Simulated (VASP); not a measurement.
A run of VASP 6.6.1 is set up as follows.

INCAR

```
  PREC = Accurate
  ENCUT = 500
  EDIFF = 1E-6
  ISMEAR = 0
  SIGMA = 0.01
  LREAL = F
  LASPH = T
  NELM = 120
  ALGO = Normal
  ISIF = 2
  LWAVE = F
  LCHARG = F
  GGA = PS
  NBANDS = 16
  GGA_COMPAT = F
```

KPOINTS

```
Automatic mesh
0
Gamma
  8 8 8
```

File POSCAR:

```
CdTe
1.0
    0.0000000000      3.0097000772      3.0097000772
    3.0097000772      0.0000000000      3.0097000772
    3.0097000772      3.0097000772      0.0000000000
Cd Te
1 1
Direct
    0.0000000000      0.0000000000      0.0000000000
    0.7500000000      0.7500000000      0.7500000000
```

Potentials or basis: VASP PAW PBE potentials, release 64 (Cd, Te).

Command:

```bash
$ cat potpaw_PBE.64/Cd/POTCAR potpaw_PBE.64/Te/POTCAR > POTCAR
$ mpirun -np 1 vasp_std > vasp.out
```

Question: What does it give for the pressure?

Answer: 16.4 GPa.

Question: Estimate the band gap on the k mesh.

Answer: 1.34 eV.

Caveat: the cell stands under pressure; the PAW data sets were made with another functional, which shifts forces and pressure a little; spin-orbit coupling is left out, which moves the levels of the heavy elements.
